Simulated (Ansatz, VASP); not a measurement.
TlO3 in VASP and in Ansatz

```
CELL_PARAMETERS angstrom
4.15239 0.00000 0.00000
-2.07619 3.59607 0.00000
0.00000 0.00000 6.52215
ATOMIC_POSITIONS crystal
Tl 0.00000 0.00000 0.00000
Tl 0.00000 0.00000 0.50000
O 0.00000 0.58986 0.25000
O 0.58986 0.00000 0.25000
O 0.41014 0.41014 0.25000
O 0.58986 0.58986 0.75000
O 0.41014 0.00000 0.75000
O 0.00000 0.41014 0.75000
```

Alike in both runs: functional PBE; k mesh 12 × 12 × 6; occupations gaussian, width 0.1 eV; no spin polarisation.

Ansatz relaxed the structure, and its values are those at the end. VASP's run is a single point on that final structure, the one shown.

|  | VASP | Ansatz |
| --- | --- | --- |
| version | VASP 6.6.1 | Ansatz 0.2.0 |
| potentials or method | VASP PAW PBE potentials, release 64 (Tl_d, O), cutoff 520 eV | scalar-relativistic, plane waves, PAW |
| valence electrons in the cell | 62 | 62 |

Ansatz gave:

```
gap on the k mesh at the Fermi level (eV) : none
pressure (GPa)                            : 0.0
rms of the force components (eV/Å)        : 0.000
```

Q: Which values does VASP return?

A: gap on the k mesh at the Fermi level (eV): none; pressure (GPa): 0.0; rms of the force components (eV/Å): 0.012.

A gap of «none» marks a metal or a gap that the smearing closes.

Neither program's run includes spin-orbit coupling.
